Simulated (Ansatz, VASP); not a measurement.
One calculation of K4Sn, two programs

File INCAR:

```
ALGO = Fast ; EDIFF = 1E-6
EDIFFG = -0.01 ; ENCUT = 600
GGA = PE ; IBRION = 2
ISIF = 3 ; ISMEAR = 0
LASPH = T ; LCHARG = F
LREAL = F ; LWAVE = F
NELM = 60 ; NSW = 100
PREC = Accurate ; SIGMA = 0.1
```

The input KPOINTS:

```
k-points
0
Gamma
  6 6 6
```

POSCAR

```
K4Sn
1.0
   -4.1879790594      4.1879790594      4.1879790594
    4.1879790594     -4.1879790594      4.1879790594
    4.1879790594      4.1879790594     -4.1879790594
K Sn
4 1
Direct
    0.5000000000      0.5000000000      0.5000000000
    0.5000000000      0.0000000000      0.0000000000
    0.0000000000      0.0000000000      0.5000000000
    0.0000000000      0.5000000000      0.0000000000
    0.0000000000      0.0000000000      0.0000000000
```

Input for Ansatz:

```yaml
crystal:
  lattice:
    - [-4.1879790594, 4.1879790594, 4.1879790594]
    - [4.1879790594, -4.1879790594, 4.1879790594]
    - [4.1879790594, 4.1879790594, -4.1879790594]
  atoms:
    - { symbol: K, position: [0.5, 0.5, 0.5] }
    - { symbol: K, position: [0.5, 0.0, 0.0] }
    - { symbol: K, position: [0.0, 0.0, 0.5] }
    - { symbol: K, position: [0.0, 0.5, 0.0] }
    - { symbol: Sn, position: [0.0, 0.0, 0.0] }
basis:
  ecutwfc: 420
kpoints:
  mp_grid: { grid: [6, 6, 6] }
hamiltonian:
  xc: pbe
scf:
  occupations: { method: gaussian, width: 0.1 }
output:
  forces: true
  stress: true
  eigenvalues: true
relax:
  adjacent_minimum: "off"
  f_tol: 0.01
  max_steps: 80
  cell: { stress_tol: 0.05 }
```

Alike in both runs: task relaxation of cell and atoms; functional PBE; k mesh 6 × 6 × 6; occupations gaussian, width 0.1 eV; no spin polarisation.

```csv
,VASP,Ansatz
version,VASP 6.6.1,Ansatz 0.2.0
potentials or method,"VASP PAW PBE potentials, release 64 (K_sv, Sn_d), cutoff 600 eV","scalar-relativistic, plane waves, PAW"
valence electrons in the cell,50,50
```

```tsv
	VASP	Ansatz	Ansatz less VASP
gap on the k mesh at the Fermi level, each at its own relaxed structure (eV)	none	none	-
relaxed volume (Å³/atom)	60.83	60.78	-0.053
relaxed cell length with the largest relative difference (Å)	7.338	7.336	-0.0021
```

A gap of «none» marks a metal or a gap that the smearing closes.
